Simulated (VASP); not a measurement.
MoN2 (lda), 6 atoms in the cell. It takes space group P6_3/mmc (No. 194, hexagonal). The conventional cell has a = 2.956 Å, b = 2.956 Å, c = 7.193 Å, α = 90.00°, β = 90.00°, γ = 120.00°. Mo (site symmetry -6m2) has 8 N at 2.01 to 2.54 Å within 2.7 Å. N (site symmetry 3m) has 4 Mo at 2.01 to 2.54 Å and 4 N at 2.12 to 2.26 Å within 2.7 Å. 

```yaml
Program: VASP 6.6.1
Task: relaxation of cell and atoms
Functional: LDA
Potentials_or_basis: VASP PAW LDA potentials, release 64 (Mo_sv, N)
Cutoff: 600 eV
k_mesh: 15 × 15 × 6
Occupations: gaussian, width 0.1 eV
Spin: no spin polarisation
Target_pressure: 20.4 GPa
Dipole_correction: no
Further_INCAR_settings: ALGO = Normal; EDIFF = 1e-06; IBRION = 2; EDIFFG = -0.002; NSW = 100; ISIF = 3
```

Potentials or basis: VASP PAW LDA potentials, release 64 (Mo_sv, N).

The run is started by

```sh
$ cat potpaw_LDA.64/Mo_sv/POTCAR potpaw_LDA.64/N/POTCAR > POTCAR
$ mpirun -np 1 vasp_std > vasp.out
```

Hardware: 1 thread of Intel(R) Xeon(R) Platinum 8259CL CPU @ 2.50GHz (Skylake/Cascade Lake), with other jobs on the host.

**Question.** How long does it take, and how much memory?

**Answer.** It took 48 min on 1 thread of Intel(R) Xeon(R) Platinum 8259CL CPU @ 2.50GHz (Skylake/Cascade Lake), with other jobs on the host, peak memory 0.29 GiB. Counts: scf iterations 251, k points 108, ion steps 45.
